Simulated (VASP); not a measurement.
# ZnO (P6_3/mmc) in VASP: further runs, part 2 of 2

VASP 6.6.1. Earlier steps stand in the parts before.

## (3) Single point, PBEsol

This run uses another cell than the first one, of 9.83 Å³/atom, 1.597 times its volume.

Input file INCAR:

```
PREC = Accurate ; ENCUT = 910
EDIFF = 1E-6 ; ISMEAR = -1
SIGMA = 0.02 ; LREAL = F
LASPH = T ; NELM = 120
ALGO = Normal ; ISIF = 2
LWAVE = F ; LCHARG = T
GGA = PS ; LELF = T
LVHAR = T ; NBANDS = 26
GGA_COMPAT = F
```

Input file KPOINTS:

```
Automatic mesh
0
Gamma
  12 12 4
```

Input file POSCAR:

```
ZnO
1.0
    2.9776189452      0.0000000000      0.0000000000
   -1.4888094726      2.5786936493      0.0000000000
    0.0000000000      0.0000000000      5.1192258110
Zn O
2 2
Direct
    0.0000000000      0.0000000000      0.0000000000
    0.0000000000      0.0000000000      0.5000000000
    0.3333333333      0.6666666667      0.2500000000
    0.6666666667      0.3333333333      0.7500000000
```

Potentials or basis: VASP PAW PBE potentials, release 64 (Zn, O_h).

On the command line:

```sh
> cat potpaw_PBE.64/Zn/POTCAR potpaw_PBE.64/O_h/POTCAR > POTCAR
> mpirun -np 1 vasp_std > vasp.out
```

OUTCAR:

```text
PREC = Accurate
   ENCUT = 910
   EDIFF = 1E-6
   ISMEAR = -1
   LREAL = F
   LASPH = T
   NELM = 120
   ISIF = 2
   GGA = PS

 ion  position               nearest neighbor table
   1  0.000  0.000  0.000-   3 2.14   4 2.14   3 2.14   4 2.14   4 2.14   3 2.14   2 2.56   2 2.56

   2  0.000  0.000  0.500-   3 2.14   4 2.14   3 2.14   4 2.14   4 2.14   3 2.14   1 2.56   1 2.56

   3  0.333  0.667  0.250-   1 2.14   2 2.14   1 2.14   2 2.14   1 2.14   2 2.14
   4  0.667  0.333  0.750-   1 2.14   2 2.14   1 2.14   2 2.14   1 2.14   2 2.14

  LATTYP: Found a hexagonal cell.
 ALAT       =     2.9776189452
 C/A-ratio  =     1.7192346990

  Lattice vectors:

 A1 = (   2.9776189452,   0.0000000000,   0.0000000000)
 A2 = (  -1.4888094726,   2.5786936493,   0.0000000000)
 A3 = (   0.0000000000,   0.0000000000,   5.1192258110)

Analysis of symmetry for initial positions (statically):
=====================================================================
 Subroutine PRICEL returns:
 Original cell was already a primitive cell.

 Routine SETGRP: Setting up the symmetry group for a
 hexagonal supercell.

 Subroutine GETGRP returns: Found 24 space group operations
 (whereof 12 operations were pure point group operations)
 out of a pool of 24 trial point group operations.

The static configuration has the point symmetry D_3d.
 The point group associated with its full space group is D_6h.

Analysis of symmetry for dynamics (positions and initial velocities):
=====================================================================
 Subroutine PRICEL returns:
 Original cell was already a primitive cell.

 Routine SETGRP: Setting up the symmetry group for a
 hexagonal supercell.

 Subroutine GETGRP returns: Found 24 space group operations
 (whereof 12 operations were pure point group operations)
 out of a pool of 24 trial point group operations.

The dynamic configuration has the point symmetry D_3d.
 The point group associated with its full space group is D_6h.

 Subroutine INISYM returns: Found 24 space group operations
 (whereof 12 operations are pure point group operations),
 and found     1 'primitive' translations

----------------------------------------------------------------------------------------

                                     Primitive cell

  volume of cell :      39.3073

  direct lattice vectors                    reciprocal lattice vectors
     2.977618945  0.000000000  0.000000000     0.335838809  0.193896627  0.000000000
    -1.488809473  2.578693649  0.000000000     0.000000000  0.387793253  0.000000000
     0.000000000  0.000000000  5.119225811     0.000000000  0.000000000  0.195342037

  length of vectors
     2.977618945  2.977618945  5.119225811     0.387793253  0.387793253  0.195342037

  position of ions in fractional coordinates (direct lattice)
     0.000000000  0.000000000  0.000000000
     0.000000000  0.000000000  0.500000000
     0.333333333  0.666666667  0.250000000
     0.666666667  0.333333333  0.750000000

  ion indices of the primitive-cell ions
   primitive index   ion index
                 1           1
                 2           2
                 3           3
                 4           4

----------------------------------------------------------------------------------------

 KPOINTS: Automatic mesh

Automatic generation of k-mesh.
 Grid dimensions read from file:
 generate k-points for:   12   12    4

 Generating k-lattice:

  Cartesian coordinates                     Fractional coordinates (reciprocal lattice)
     0.027986567  0.016158052  0.000000000     0.083333333 -0.000000000  0.000000000
     0.000000000  0.032316104  0.000000000     0.000000000  0.083333333  0.000000000
     0.000000000  0.000000000  0.048835509     0.000000000  0.000000000  0.250000000

  Length of vectors
     0.032316104  0.032316104  0.048835509

  Shift w.r.t. Gamma in fractional coordinates (k-lattice)
     0.000000000  0.000000000  0.000000000

 Subroutine IBZKPT returns following result:
 ===========================================

 Found     57 irreducible k-points:

 Following reciprocal coordinates:
            Coordinates               Weight
  0.000000  0.000000  0.000000      1.000000
  0.083333  0.000000  0.000000      6.000000
  0.166667  0.000000  0.000000      6.000000
  0.250000  0.000000  0.000000      6.000000
  0.333333  0.000000  0.000000      6.000000
  0.416667  0.000000  0.000000      6.000000
[... 16 lines left out ...]
  0.250000  0.000000  0.250000     12.000000
  0.333333  0.000000  0.250000     12.000000
 [... further k-points ...]
   k-points           NKPTS =     57   k-points in BZ     NKDIM =     57   number of bands    NBANDS=     26
   number of dos      NEDOS =    301   number of ions     NIONS =      4
   total plane-waves  NPLWV =  45000
   dimension x,y,z NGX =    30 NGY =   30 NGZ =   50
   dimension x,y,z NGXF=    60 NGYF=   60 NGZF=  100
   ions per type =               2   2
   NGX,Y,Z   is equivalent  to a cutoff of  16.75, 16.75, 16.24 a.u.
   NGXF,Y,Z  is equivalent  to a cutoff of  33.50, 33.50, 32.47 a.u.
 SYSTEM =  unknown system
   PREC   = accura    normal or accurate (medium, high low for compatibility)
   ISTART =      0    job   : 0-new  1-cont  2-samecut
   ICHARG =      2    charge: 1-file 2-atom 10-const
   ISPIN  =      1    spin polarized calculation?
   LNONCOLLINEAR =      F non collinear calculations
   LSORBIT =      F    spin-orbit coupling
   LASPH  =      T    aspherical Exc in radial PAW
   ENCUT  =  910.0 eV  66.88 Ry    8.18 a.u.   7.32  7.32 12.59*2*pi/ulx,y,z
   NELM   =    120;   NELMIN=  2; NELMDL= -5     # of ELM steps
   EDIFF  = 0.1E-05   stopping-criterion for ELM
   LREAL  =      F    real-space projection
   EDIFFG = 0.1E-04   stopping-criterion for IOM
   NSW    =      0    number of steps for IOM
   IBRION =     -1    ionic relax: 0-MD 1-quasi-New 2-CG
   NFREE  =      0    steps in history (QN), initial steepest desc. (CG)
   ISIF   =      2    stress and relaxation
   ISYM   =      2    0-nonsym 1-usesym 2-fastsym
   POTIM  = 0.5000    time-step for ionic-motion
   TEBEG  =    0.0;   TEEND  =   0.0 temperature during run
   PSTRESS=    0.0 pullay stress
   NELECT =      36.0000    total number of electrons
   NUPDOWN=      -1.0000    fix difference up-down
   EMIN   =  10.00;   EMAX   =-10.00  energy-range for DOS
   EFERMI =   0.00;   METHOD = LEGACY
   ISMEAR =    -1;   SIGMA  =   0.02  broadening in eV -4-tet -1-fermi 0-gaus
   EFERMI_NEDOS =   21; number of points for ismear=-14 and -15
   IALGO  =     38    algorithm
   IMIX   =      4    mixing-type and parameters
     AMIX     =   0.40;   BMIX     =  1.00
     AMIX_MAG =   1.60;   BMIX_MAG =  1.00
  volume/ion in A,a.u.               =       9.83        66.31
  Fermi-wavevector in a.u.,A,eV,Ry     =   1.589832  3.004347 34.389627  2.527566
  Thomas-Fermi vector in A             =   2.688621
   LORBIT       =      0    0 simple, 1 ext, 2 COOP (PROOUT), +10 PAW based schemes
   GGA     = PS    functional components
   LHFCALC =     F    Hartree Fock is set to
   AEXX    =    0.0000 exact exchange contribution
   IVDW    =     0    specifies the selected vdW correction
   LEPSILON=     F    determine dielectric tensor
   LRPA    =     F    only Hartree local field effects (RPA)
 non-spin polarized calculation
  energy-cutoff  :      910.00
  volume of cell :       39.31
 maximum number of plane-waves:      2491
 NGX is ok and might be reduce to    30
   NGX = 15   NGY = 15   NGZ = 25

 number of electron      35.9999999 magnetization

 Free energy of the ion-electron system (eV)
  ---------------------------------------------------
  ext. energy  EPLUGINS =         0.00000000
  ---------------------------------------------------
  free energy    TOTEN  =       -18.66428946 eV

  energy without entropy =      -18.66428946  energy(sigma->0) =      -18.66428946

 E-fermi :   3.2812     XC(G=0): -12.5071

 val. band max:        2.9385959234   @ k =   0.0000   0.0000   0.0000
 cond. band min:       3.5935411257   @ k =   0.0000   0.0000   0.0000
 fundamental gap:      0.6549452022
 Fermi energy:         3.2811502078

 k-point     1 :       0.0000    0.0000    0.0000
  band No.  band energies     occupation
      1     -15.6017      2.00000
      2     -14.3319      2.00000
      3      -4.6093      2.00000
      4      -2.9210      2.00000
      5      -2.9210      2.00000
      6      -2.7376      2.00000
[... 18 lines left out ...]
     25      20.7722      0.00000
     26      21.0320      0.00000
[... 644 lines left out ...]
      4      -3.4519      2.00000
      5      -2.7974      2.00000
      6      -2.7245      2.00000
[... 18 lines left out ...]
     25      16.7522      0.00000
     26      17.9403      0.00000

 [... further k-points ...]
[... 5 lines left out ...]
  --------------------------------------------------------------------------------------
  -------------------------------------------------------------------------------------
  Total        0.1691445      0.1691445      0.2067626      0.0000000      0.0000000     -0.0000000
  in kB        6.8943800      6.8943800      8.4277077      0.0000000      0.0000000     -0.0000000
  external PRESSURE =       7.4054892 kB  Pullay stress =       0.0000000 kB

 VOLUME and BASIS-vectors are now :
 -----------------------------------------------------------------------------
  energy-cutoff  :      910.00
  volume of cell :       39.31
      direct lattice vectors                 reciprocal lattice vectors
     2.977618945  0.000000000  0.000000000     0.335838809  0.193896627  0.000000000
    -1.488809473  2.578693649  0.000000000     0.000000000  0.387793253  0.000000000
     0.000000000  0.000000000  5.119225811     0.000000000  0.000000000  0.195342037

 POSITION                                       TOTAL-FORCE (eV/Angst)
 -----------------------------------------------------------------------------------
      0.00000      0.00000      0.00000         0.000000      0.000000      0.000000
      0.00000      0.00000      2.55961         0.000000      0.000000      0.000000
     -0.00000      1.71913      1.27981        -0.000000      0.000000     -0.000000
      1.48881      0.85956      3.83942         0.000000     -0.000000     -0.000000
 -----------------------------------------------------------------------------------
    total drift:                               -0.000000      0.000000     -0.000000

  FREE ENERGIE OF THE ION-ELECTRON SYSTEM (eV)
  ---------------------------------------------------
  free  energy   TOTEN  =       -18.6642894574 eV

  energy  without entropy=      -18.6642894570  energy(sigma->0) =      -18.66428946
```

stdout:

```text
POSCAR found type information on POSCAR ZnO
 POSCAR found :  2 types and       4 ions
 scaLAPACK will be used
 -----------------------------------------------------------------------------
|                                                                             |
|                                                                             |
|     You enforced a specific xc type in the INCAR file but a different       |
|     I HOPE YOU KNOW WHAT YOU ARE DOING!                                     |
|                                                                             |
 -----------------------------------------------------------------------------

 LDA part: xc-table for (Slater+PW92), standard interpolation
 POSCAR, INCAR and KPOINTS ok, starting setup
 FFT: planning ... GRIDC
 FFT: planning ... GRID_SOFT
 FFT: planning ... GRID
 WAVECAR not read
 entering main loop
```

It took 57 s on 1 thread of Intel Xeon 6975P-C (Granite Rapids), shared host; peak memory 0.27 GiB.

Results:

- Free energy: -18.6643 eV
- Pressure: 0.7 GPa
- Band gap on the k mesh: 0.65 eV, direct

Caveat: the cutoff is under 1.25 times the usual one of these potentials, so pressure, stress and relaxed cells hold a basis-set (Pulay) error; the PAW data sets were made with another functional, which shifts forces and pressure a little. Expect the measured gap to be larger: semilocal functionals such as PBEsol lack the derivative discontinuity.

## (4) Single point, LDA

This run uses another cell than the first one, of 9.83 Å³/atom, 1.598 times its volume.

Input file INCAR:

```
PREC = Accurate
ENCUT = 910
EDIFF = 1E-6
ISMEAR = 0
SIGMA = 0.01
LREAL = F
LASPH = T
NELM = 120
ALGO = Normal
ISIF = 2
LWAVE = F
LCHARG = T
GGA = CA
LELF = T
LVHAR = T
NBANDS = 26
GGA_COMPAT = F
```

Input file KPOINTS:

```
Automatic mesh
0
Gamma
  12 12 6
```

Input file POSCAR:

```
ZnO
1.0
    2.9768608459      0.0000000000      0.0000000000
   -1.4884304230      2.5780371161      0.0000000000
    0.0000000000      0.0000000000      5.1256343879
Zn O
2 2
Direct
    0.0000000000      0.0000000000      0.0000000000
    0.0000000000      0.0000000000      0.5000000000
    0.3333333333      0.6666666667      0.2500000000
    0.6666666667      0.3333333333      0.7500000000
```

Potentials or basis: VASP PAW LDA potentials, release 64 (Zn, O_h).

On the command line:

```sh
> cat potpaw_LDA.64/Zn/POTCAR potpaw_LDA.64/O_h/POTCAR > POTCAR
> mpirun -np 1 vasp_std > vasp.out
```

Wall time 2.4 min (1 thread of AMD EPYC 7R43 (Zen 3), shared host); peak memory 0.24 GiB.

The run converged. Its results:

- Free energy: -20.3908 eV
- Pressure: -6.0 GPa
- Band gap on the k mesh: 0.71 eV, direct

Stress tensor (GPa, compression positive):
```
-5.53  0.00  0.00
 0.00 -5.53  0.00
 0.00  0.00 -7.09
```

Levels at points of the mesh, in eV from the valence-band top:
```tsv
k point	band 16	band 17	band 18	band 19	band 20	band 21
(0.00, 0.00, 0.00)	-1.23	0.00	0.00	0.71	5.52	8.53
(0.50, 0.00, 0.00)	-2.58	-0.79	-0.05	5.95	6.29	6.92
(0.00, 0.00, 0.50)	-0.53	-0.53	-0.53	3.78	3.78	10.87
(0.50, 0.00, 0.50)	-1.43	-1.20	-1.20	5.00	5.00	9.65
```

Caveat: the cutoff is under 1.25 times the usual one of these potentials, so pressure, stress and relaxed cells hold a basis-set (Pulay) error. Expect the measured gap to be larger: semilocal functionals such as LDA lack the derivative discontinuity.

## (5) Summary

| task | level | potentials or basis | cell | k mesh | cutoff (eV) | smearing | second run | gap on the mesh (eV) | pressure (GPa) |
| --- | --- | --- | --- | --- | --- | --- | --- | --- | --- |
| relaxation of cell and atoms | PBE | VASP PAW PBE potentials, release 64 (Zn, O) | relaxed from a = 2.593, b = 2.593, c = 4.227 Å, angles 90.0, 90.0, 120.0°, 4 atoms | 12 × 12 × 6 | 600 | fermi-dirac 0.02 eV | - | 0.58 | 0.0 |
| single point | PBEsol | VASP PAW PBE potentials, release 64 (Zn, O_h) | a = 2.978, b = 2.978, c = 5.119 Å, angles 90.0, 90.0, 120.0°, 4 atoms | 12 × 12 × 4 | 910 | fermi-dirac 0.02 eV | hard_potentials | 0.65 | 0.7 |
| single point | LDA | VASP PAW LDA potentials, release 64 (Zn, O_h) | a = 2.977, b = 2.977, c = 5.126 Å, angles 90.0, 90.0, 120.0°, 4 atoms | 12 × 12 × 6 | 910 | gaussian 0.01 eV | hard_potentials | 0.71 | -6.0 |

Alike in all rows: no spin polarisation.

Caveats: the cutoff is under 1.25 times the usual one of these potentials, so pressure, stress and relaxed cells hold a basis-set (Pulay) error (some runs); the volume moved by over 15 % at a fixed basis, so the end points are rough (some runs); the PAW data sets were made with another functional, which shifts forces and pressure a little (some runs).

Absolute energies hang on the potentials; compare differences alone.
